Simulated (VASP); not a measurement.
Runs of VASP 6.6.1 on V. The structure is that of space group P6/mmm (No. 191), or close to it. The cells are those of the table. This isn't the form of V at room conditions, which is bcc.

```csv
cell,k mesh,gap on the mesh (eV),pressure (GPa)
"a = 4.571, b = 4.571, c = 2.443 Å, angles 90.0, 90.0, 120.0°, 3 atoms",9 × 9 × 15,none,-17.1
"a = 4.516, b = 4.516, c = 2.413 Å, angles 90.0, 90.0, 120.0°, 3 atoms",9 × 9 × 15,none,(c)
"a = 4.218, b = 4.218, c = 2.254 Å, angles 90.0, 90.0, 120.0°, 3 atoms",9 × 9 × 15,none,31.3
"a = 4.402, b = 4.402, c = 2.352 Å, angles 90.0, 90.0, 120.0°, 3 atoms",9 × 9 × 15,none,0.1
"a = 4.342, b = 4.342, c = 2.320 Å, angles 90.0, 90.0, 120.0°, 3 atoms",9 × 9 × 15,none,(a)
"a = 4.402, b = 4.402, c = 2.352 Å, angles 90.0, 90.0, 120.0°, 3 atoms",11 × 11 × 18,none,(b)
"a = 4.281, b = 4.281, c = 2.288 Å, angles 90.0, 90.0, 120.0°, 3 atoms",9 × 9 × 15,none,18.8
"a = 4.460, b = 4.460, c = 2.383 Å, angles 90.0, 90.0, 120.0°, 3 atoms",9 × 9 × 15,none,-6.8
```

Alike in all rows: task single point; level PBEsol; potentials or basis VASP PAW PBE potentials, release 64 (V_sv); no spin polarisation; cutoff (eV) 520; smearing fermi-dirac 0.1 eV.

Problem. Fill in the values left out.

Solution. (a) 8.6; (b) 0.2; (c) -12.5.

Caveats: the PAW data sets were made with another functional, which shifts forces and pressure a little; the cell stands under tension (at least some runs); the cell stands under pressure (at least some runs).

A gap of «none» marks levels without a gap at the run's occupations.
